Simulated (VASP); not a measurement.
# Al (Im-3m) in VASP: further runs, part 2 of 2

VASP 6.6.1.

## Step 4: Single point, PBEsol-based screened hybrid

This run uses another cell than the first one, of 16.58 Å³/atom, 0.910 times its volume.

POSCAR

```
Al
1.0
   -1.6062062050      1.6062062050      1.6062062050
    1.6062062050     -1.6062062050      1.6062062050
    1.6062062050      1.6062062050     -1.6062062050
Al
1
Direct
    0.0000000000      0.0000000000      0.0000000000
```

INCAR.step1

```
PREC = Accurate ; ENCUT = 520
EDIFF = 1E-5 ; ISMEAR = -1
SIGMA = 0.05 ; LREAL = False
LASPH = True ; NELM = 80
ALGO = Normal ; ISIF = 2
LWAVE = True ; LCHARG = False
NBANDS = 8 ; GGA = PE
```

INCAR.step2

```
PREC = Accurate ; ENCUT = 520
EDIFF = 1E-6 ; ISMEAR = -1
SIGMA = 0.05 ; LREAL = False
LASPH = True ; NELM = 80
ALGO = Normal ; ISIF = 2
LWAVE = False ; LCHARG = False
GGA = PS ; LHFCALC = True
AEXX = 0.25 ; HFSCREEN = 0.207
PRECFOCK = Normal ; NBANDS = 8
ISTART = 1
```

KPOINTS

```
Automatic mesh
0
Gamma
  6 6 6
```

On the command line:

```bash
> cat potpaw_PBE.64/Al/POTCAR > POTCAR
> cp INCAR.step1 INCAR
> mpirun -np 1 vasp_std > vasp.out
> cp INCAR.step2 INCAR
> mpirun -np 1 vasp_std > vasp.out
```

Wall time 60 s (1 thread of Intel Xeon Platinum 8259CL at 2.50GHz (Skylake/Cascade Lake), shared host); peak memory 0.22 GiB.

It converged, with:

```
Free energy : -4.2732 eV
Pressure    : 0.1 GPa
```

Levels at points of the mesh, in eV from the Fermi level:
```tsv
k point	band 1	band 2	band 3	band 4	band 5
(0.00, 0.00, 0.00)	-12.75	14.27	14.27	14.27	15.69
(0.50, 0.00, 0.00)	-5.02	-4.49	8.88	9.01	10.70
(0.50, 0.50, 0.50)	3.43	3.43	3.43	4.52	4.52
```

Caveat: the k points lie up to 0.46 Å⁻¹ apart; the PAW data sets were made with another functional, which shifts forces and pressure a little.

## Step 5: Single point, PBEsol-based screened hybrid

This run uses another cell than the first one, of 16.12 Å³/atom, 0.884 times its volume.

POSCAR

```
Al
1.0
   -1.5912186900      1.5912186900      1.5912186900
    1.5912186900     -1.5912186900      1.5912186900
    1.5912186900      1.5912186900     -1.5912186900
Al
1
Direct
    0.0000000000      0.0000000000      0.0000000000
```

INCAR.step1

```
SYSTEM = Al
ALGO = Normal ; EDIFF = 1E-5
ENCUT = 520 ; GGA = PE
ISIF = 2 ; ISMEAR = -1
LASPH = .True. ; LCHARG = .False.
LREAL = .False. ; LWAVE = .True.
NBANDS = 8 ; NELM = 100
PREC = Accurate ; SIGMA = 0.05
```

INCAR.step2

```
SYSTEM = Al
AEXX = 0.25 ; ALGO = Normal
EDIFF = 1E-7 ; ENCUT = 520
GGA = PS ; HFSCREEN = 0.207
ISIF = 2 ; ISMEAR = -1
ISTART = 1 ; LASPH = .True.
LCHARG = .False. ; LHFCALC = .True.
LREAL = .False. ; LWAVE = .False.
NBANDS = 8 ; NELM = 100
PREC = Accurate ; PRECFOCK = Normal
SIGMA = 0.05
```

KPOINTS

```
k-points
0
Gamma
  6 6 6
  0 0 0
```

Potentials or basis: VASP PAW PBE potentials, release 64 (Al).

On the command line:

```bash
> cat potpaw_PBE.64/Al/POTCAR > POTCAR
> cp INCAR.step1 INCAR
> mpirun -np 1 vasp_std > vasp.out
> cp INCAR.step2 INCAR
> mpirun -np 1 vasp_std > vasp.out
```

OUTCAR:

```text
SYSTEM = Al
   AEXX = 0.25
   EDIFF = 1E-7
   ENCUT = 520
   GGA = PS
   HFSCREEN = 0.207
   ISIF = 2
   ISMEAR = -1
   ISTART = 1
   LASPH = .True.
   LHFCALC = .True.
   LREAL = .False.
   NELM = 100
   PREC = Accurate
   PRECFOCK = Normal

 ion  position               nearest neighbor table
   1  0.000  0.000  0.000-

  LATTYP: Found a body centered cubic cell.
 ALAT       =     3.1824373800

  Lattice vectors:

[... 353 lines left out ...]
      6      15.7372      0.00000
      7      35.6073      0.00000
      8      35.6073      0.00000

------------------------ aborting loop because EDIFF is reached ----------------------------------------

  FORCE on cell =-STRESS in cart. coord.  units (eV):
  Direction    XX          YY          ZZ          XY          YZ          ZX
  --------------------------------------------------------------------------------------
  -------------------------------------------------------------------------------------
  Total        0.2529831      0.2529831      0.2529831     -0.0000000     -0.0000000      0.0000000
  in kB       25.1508408     25.1508408     25.1508408     -0.0000000     -0.0000000      0.0000000
  external PRESSURE =      25.1508408 kB  Pullay stress =       0.0000000 kB

 VOLUME and BASIS-vectors are now :
 -----------------------------------------------------------------------------
  energy-cutoff  :      520.00
  volume of cell :       16.12
      direct lattice vectors                 reciprocal lattice vectors
    -1.591218690  1.591218690  1.591218690     0.000000000  0.314224565  0.314224565
     1.591218690 -1.591218690  1.591218690     0.314224565  0.000000000  0.314224565
     1.591218690  1.591218690 -1.591218690     0.314224565  0.314224565  0.000000000

 POSITION                                       TOTAL-FORCE (eV/Angst)
 -----------------------------------------------------------------------------------
      0.00000      0.00000      0.00000        -0.000000      0.000000     -0.000000
 -----------------------------------------------------------------------------------
    total drift:                               -0.000000      0.000000      0.000000

  FREE ENERGIE OF THE ION-ELECTRON SYSTEM (eV)
  ---------------------------------------------------
  free  energy   TOTEN  =        -4.2694209116 eV

  energy  without entropy=       -4.2652345740  energy(sigma->0) =       -4.26732774
```

OUTCAR.step1:

```text
SYSTEM = Al
   EDIFF = 1E-5
   ENCUT = 520
   GGA = PE
   ISIF = 2
   ISMEAR = -1
   LASPH = .True.
[... 381 lines left out ...]
 -----------------------------------------------------------------------------------
      0.00000      0.00000      0.00000        -0.000000      0.000000     -0.000000
 -----------------------------------------------------------------------------------
    total drift:                                0.000000     -0.000000      0.000000

  FREE ENERGIE OF THE ION-ELECTRON SYSTEM (eV)
  ---------------------------------------------------
  free  energy   TOTEN  =        -3.6967041097 eV

  energy  without entropy=       -3.6925177529  energy(sigma->0) =       -3.69461093
```

OSZICAR.step1:

```text
N       E                     dE             d eps       ncg     rms          rms(c)
DAV:   1    -0.242921092016E+01   -0.24292E+01   -0.97411E+02   256   0.218E+02
DAV:   2    -0.371594423127E+01   -0.12867E+01   -0.12867E+01   368   0.192E+01
DAV:   3    -0.372068743806E+01   -0.47432E-02   -0.47432E-02   328   0.125E+00
DAV:   4    -0.372070042312E+01   -0.12985E-04   -0.12985E-04   360   0.643E-02
DAV:   5    -0.372070044495E+01   -0.21828E-07   -0.21874E-07   328   0.211E-03    0.127E+00
DAV:   6    -0.370656396730E+01    0.14136E-01   -0.17488E-03   280   0.189E-01    0.732E-01
DAV:   7    -0.369670961997E+01    0.98543E-02   -0.52359E-03   280   0.307E-01    0.144E-01
DAV:   8    -0.369670410969E+01    0.55103E-05   -0.19012E-05   304   0.298E-02
   1 F= -.36967041E+01 E0= -.36946109E+01  d E =-.418636E-02
```

Run time: 78 s. Hardware: 1 thread of AMD EPYC 7R13 (Zen 3), shared host; peak memory 0.19 GiB.

Results:

* Free energy: -4.2694 eV
* Pressure: 2.5 GPa

Levels at points of the mesh, in eV from the Fermi level:
```tsv
k point	band 1	band 2	band 3	band 4	band 5	band 6
(0.00, 0.00, 0.00)	-12.93	14.49	14.49	14.49	16.15	16.15
(0.50, 0.00, 0.00)	-5.11	-4.49	9.12	9.15	10.94	12.54
(0.50, 0.50, 0.50)	3.53	3.53	3.53	4.54	4.54	7.48
```

Caveat: the k points lie up to 0.47 Å⁻¹ apart; the PAW data sets were made with another functional, which shifts forces and pressure a little.

## Step 6: Summary

| level | cell | share of exact exchange | screening parameter | gap on the mesh (eV) | pressure (GPa) |
| --- | --- | --- | --- | --- | --- |
| HF | a = 2.871 Å, angles 109.5°, 1 atom | - | - | none | 8.4 |
| PBE-based screened hybrid | a = 2.796 Å, angles 109.5°, 1 atom | 0.25 | 0.3 1/Å | none | 0.1 |
| PBEsol-based screened hybrid | a = 2.782 Å, angles 109.5°, 1 atom | 0.25 | 0.207 1/Å | none | 0.1 |
| PBEsol-based screened hybrid | a = 2.756 Å, angles 109.5°, 1 atom | 0.25 | 0.207 1/Å | none | 2.5 |

Alike in all rows: task single point; potentials or basis VASP PAW PBE potentials, release 64 (Al); no spin polarisation; k mesh 6 × 6 × 6; cutoff (eV) 520; smearing fermi-dirac 0.05 eV.

Caveats: all runs use coarse meshes; the PAW data sets were made with another functional, which shifts forces and pressure a little.

Total energies depend on the potentials used, so only differences within one code and one set of settings carry meaning.
